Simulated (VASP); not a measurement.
# LiCe3 (Pm-3m) in VASP: single point with PBE

Aim: the single point of LiCe3 with PBE.

Program: VASP 6.6.1. These are calculated values, not measurements. Logs are shortened: lines on timing, memory, paths and dates and some standing lists are left out, and cuts for length are marked.

**1. The cell of the first run**

Symmetry: Pm-3m, No. 221, cubic system. The conventional cell has a = 4.738 Å, b = 4.738 Å, c = 4.738 Å, α = 90.00°, β = 90.00°, γ = 90.00°. Within 4.4 Å of Ce (site symmetry 4/mmm) lie 8 Ce at 3.35 Å and 4 Li at 3.35 Å. Within 4.4 Å of Li (site symmetry m-3m) lie 12 Ce at 3.35 Å.

**2. Single point, PBE, collinear spin, ferromagnetic start**

The input, INCAR:

```
PREC     = Accurate       # precision mode
ENCUT    = 750            # plane-wave cutoff, eV
EDIFF    = 1E-6           # SCF threshold, eV
ISMEAR   = -1             # smearing method
SIGMA    = 0.05           # smearing width, eV
LREAL    = F              # projectors in reciprocal space
LASPH    = T              # aspherical terms in the spheres
NELM     = 200            # most SCF steps
ALGO     = Normal         # electronic algorithm
ISIF     = 2              # what is computed and relaxed
LWAVE    = F              # write WAVECAR
LCHARG   = T              # write CHGCAR
ISPIN    = 2              # spin polarisation
MAGMOM   = 2.5 2.5 2.5 0  # initial moments
LORBIT   = 11             # projections on sites
LMAXMIX  = 6              # l up to which the mixer works
GGA      = PE             # functional
LELF     = T              # ELF
LVHAR    = T            
NBANDS   = 32             # bands
GGA_COMPAT= F
```

The input, KPOINTS:

```
regular mesh
0
Gamma
  6 6 6
```

The input, POSCAR:

```
LiCe3
1.0
    4.7378700000      0.0000000000      0.0000000000
    0.0000000000      4.7378700000      0.0000000000
    0.0000000000      0.0000000000      4.7378700000
Ce Li
3 1
Direct
    0.5000000000      0.0000000000      0.5000000000
    0.0000000000      0.5000000000      0.5000000000
    0.5000000000      0.5000000000      0.0000000000
    0.0000000000      0.0000000000      0.0000000000
```

Potentials or basis: VASP PAW PBE potentials, release 64 (Ce, Li_sv).

On the command line:

```console
cat potpaw_PBE.64/Ce/POTCAR potpaw_PBE.64/Li_sv/POTCAR > POTCAR
mpirun -np 1 vasp_std > vasp.out
```

OUTCAR:

```text
PREC = Accurate
   ENCUT = 750
   EDIFF = 1E-6
   ISMEAR = -1
   LREAL = F
   LASPH = T
   NELM = 200
   ISIF = 2
   ISPIN = 2
   LORBIT = 11
   GGA = PE

 ion  position               nearest neighbor table
   1  0.500  0.000  0.500-
   2  0.000  0.500  0.500-
   3  0.500  0.500  0.000-
   4  0.000  0.000  0.000-

  LATTYP: Found a simple cubic cell.
 ALAT       =     4.7378700000

  Lattice vectors:

 A1 = (   4.7378700000,   0.0000000000,   0.0000000000)
 A2 = (   0.0000000000,   4.7378700000,   0.0000000000)
 A3 = (   0.0000000000,   0.0000000000,   4.7378700000)

Analysis of symmetry for initial positions (statically):
=====================================================================
 Subroutine PRICEL returns:
 Original cell was already a primitive cell.

 Routine SETGRP: Setting up the symmetry group for a
 simple cubic supercell.

 Subroutine GETGRP returns: Found 48 space group operations
 (whereof 48 operations were pure point group operations)
 out of a pool of 48 trial point group operations.

The static configuration has the point symmetry O_h .

Analysis of symmetry for dynamics (positions and initial velocities):
=====================================================================
 Subroutine PRICEL returns:
 Original cell was already a primitive cell.

 Routine SETGRP: Setting up the symmetry group for a
 simple cubic supercell.

 Subroutine GETGRP returns: Found 48 space group operations
 (whereof 48 operations were pure point group operations)
 out of a pool of 48 trial point group operations.

The dynamic configuration has the point symmetry O_h .

Analysis of structural, dynamic, and magnetic symmetry:
=====================================================================
 Subroutine PRICEL returns:
 Original cell was already a primitive cell.

 Routine SETGRP: Setting up the symmetry group for a
 simple cubic supercell.

 Subroutine GETGRP returns: Found 48 space group operations
 (whereof 48 operations were pure point group operations)
 out of a pool of 48 trial point group operations.

The overall configuration has the point symmetry O_h .

 Subroutine INISYM returns: Found 48 space group operations
 (whereof 48 operations are pure point group operations),
 and found     1 'primitive' translations
[... 117 lines left out ...]
  Thomas-Fermi vector in A             =   2.308220
   LORBIT       =     11    0 simple, 1 ext, 2 COOP (PROOUT), +10 PAW based schemes
   GGA     = PE    functional components
   LHFCALC =     F    Hartree Fock is set to
   AEXX    =    0.0000 exact exchange contribution
   IVDW    =     0    specifies the selected vdW correction
   LEPSILON=     F    determine dielectric tensor
   LRPA    =     F    only Hartree local field effects (RPA)
 spin polarized calculation
  energy-cutoff  :      750.00
  volume of cell :      106.35
 maximum number of plane-waves:      4984
   NGX = 21   NGY = 21   NGZ = 21

 number of electron      38.9999995 magnetization       2.5653815

 Free energy of the ion-electron system (eV)
  ---------------------------------------------------
  ext. energy  EPLUGINS =         0.00000000
  ---------------------------------------------------
  free energy    TOTEN  =       -18.67412878 eV

  energy without entropy =      -18.56775575  energy(sigma->0) =      -18.62094226

 E-fermi :   6.8797     XC(G=0): -10.1979

 val. band max:        6.8785885955   @ k =   0.5000   0.5000   0.0000
 cond. band min:       6.8800183592   @ k =   0.3333   0.3333   0.3333
 fundamental gap:      0.0014297637
 Fermi energy:         6.8796723505

 spin component 1

 k-point     1 :       0.0000    0.0000    0.0000
  band No.  band energies     occupation
      1     -38.4745      1.00000
      2     -27.8986      1.00000
      3     -27.3885      1.00000
      4     -27.3885      1.00000
      5     -11.3681      1.00000
      6     -11.3681      1.00000
[... 669 lines left out ...]
     30       7.4584      0.00001
     31       7.4584      0.00001
 Fermi energy:         6.8796723505

 spin component 2

 k-point     1 :       0.0000    0.0000    0.0000
  band No.  band energies     occupation
      1     -38.4766      1.00000
      2     -27.5565      1.00000
      3     -27.0417      1.00000
      4     -27.0417      1.00000
      5     -11.0755      1.00000
      6     -11.0755      1.00000
[... 669 lines left out ...]
     30       7.9234      0.00000
     31       7.9234      0.00000
 [bands above 31 left out]

------------------------ aborting loop because EDIFF is reached ----------------------------------------

  FORCE on cell =-STRESS in cart. coord.  units (eV):
  Direction    XX          YY          ZZ          XY          YZ          ZX
  --------------------------------------------------------------------------------------
  -------------------------------------------------------------------------------------
  Total        0.0219544      0.0219544      0.0219544      0.0000000     -0.0000000      0.0000000
  in kB        0.3307369      0.3307369      0.3307369      0.0000000     -0.0000000      0.0000000
  external PRESSURE =       0.3307369 kB  Pullay stress =       0.0000000 kB

 VOLUME and BASIS-vectors are now :
 -----------------------------------------------------------------------------
  energy-cutoff  :      750.00
  volume of cell :      106.35
      direct lattice vectors                 reciprocal lattice vectors
     4.737870000  0.000000000  0.000000000     0.211065310  0.000000000  0.000000000
     0.000000000  4.737870000  0.000000000     0.000000000  0.211065310  0.000000000
     0.000000000  0.000000000  4.737870000     0.000000000  0.000000000  0.211065310

 POSITION                                       TOTAL-FORCE (eV/Angst)
 -----------------------------------------------------------------------------------
      2.36894      0.00000      2.36894         0.000000      0.000000      0.000000
      0.00000      2.36894      2.36894         0.000000      0.000000      0.000000
      2.36894      2.36894      0.00000         0.000000      0.000000      0.000000
      0.00000      0.00000      0.00000         0.000000      0.000000      0.000000
 -----------------------------------------------------------------------------------
    total drift:                                0.000000     -0.000000      0.000000

  FREE ENERGIE OF THE ION-ELECTRON SYSTEM (eV)
  ---------------------------------------------------
  free  energy   TOTEN  =       -18.6741287826 eV

  energy  without entropy=      -18.5677557472  energy(sigma->0) =      -18.62094226

 total charge

# of ion       s       p       d       f       tot
--------------------------------------------------
    1        2.095   5.581   1.140   0.996   9.812
    2        2.095   5.581   1.140   0.996   9.812
    3        2.095   5.581   1.140   0.996   9.812
    4        2.048   0.058   0.000   0.000   2.107
--------------------------------------------------
tot          8.332  16.802   3.419   2.989  31.541

 magnetization (x)

# of ion       s       p       d       f       tot
--------------------------------------------------
    1        0.003   0.002   0.085   0.633   0.723
    2        0.003   0.002   0.085   0.633   0.723
    3        0.003   0.002   0.085   0.633   0.723
    4       -0.000  -0.000   0.000   0.000  -0.001
--------------------------------------------------
tot          0.010   0.005   0.254   1.900   2.169
```

Run time: 15 min. Hardware: 1 thread of Intel Xeon 8259CL, shared host; peak memory 0.43 GiB.

What came out:

| Quantity | Value |
| --- | --- |
| Free energy | -18.6741 eV |
| Pressure | 0.0 GPa |
| Net moment | 2.57 μB per cell |
| Site moments | Ce +0.72; Li -0.00 μB |
| Valence electrons inside the program's atomic spheres | Ce 9.81; Li 2.11 |

Levels at points of the mesh, in eV from the Fermi level:
Spin up:
```tsv
k point	band 18	band 19	band 20	band 21	band 22	band 23	band 24	band 25
(0.00, 0.00, 0.00)	-1.12	-1.06	-1.06	-0.16	0.18	0.18	0.18	0.35
(0.50, 0.00, 0.00)	-0.23	-0.23	-0.18	0.03	0.14	0.24	0.24	0.35
(0.50, 0.50, 0.00)	-0.29	-0.29	-0.27	-0.03	-0.03	-0.01	0.35	0.40
(0.50, 0.50, 0.50)	-0.08	-0.08	-0.08	-0.05	0.24	0.24	0.24	0.38
```
Spin down:
```
           k point  band 15  band 16  band 17  band 18  band 19  band 20  band 21  band 22
(0.00, 0.00, 0.00)    -2.74    -0.83    -0.83    -0.83    -0.83    -0.83     0.51     0.56
(0.50, 0.00, 0.00)    -1.09    -0.91    -0.56     0.07     0.07     0.42     0.53     0.54
(0.50, 0.50, 0.00)    -0.59    -0.18    -0.18    -0.01     0.00     0.00     0.51     0.53
(0.50, 0.50, 0.50)    -0.86    -0.86    -0.86     0.25     0.47     0.47     0.47     0.63
```

Caveat: the magnetic or orbital state may not be the lowest; spin-orbit coupling is left out, which moves the levels of the heavy elements; without U or exact exchange the open f shell lies at the Fermi level, which spoils levels, moments and volumes. The state reached can hang on the start; a lower one may exist.
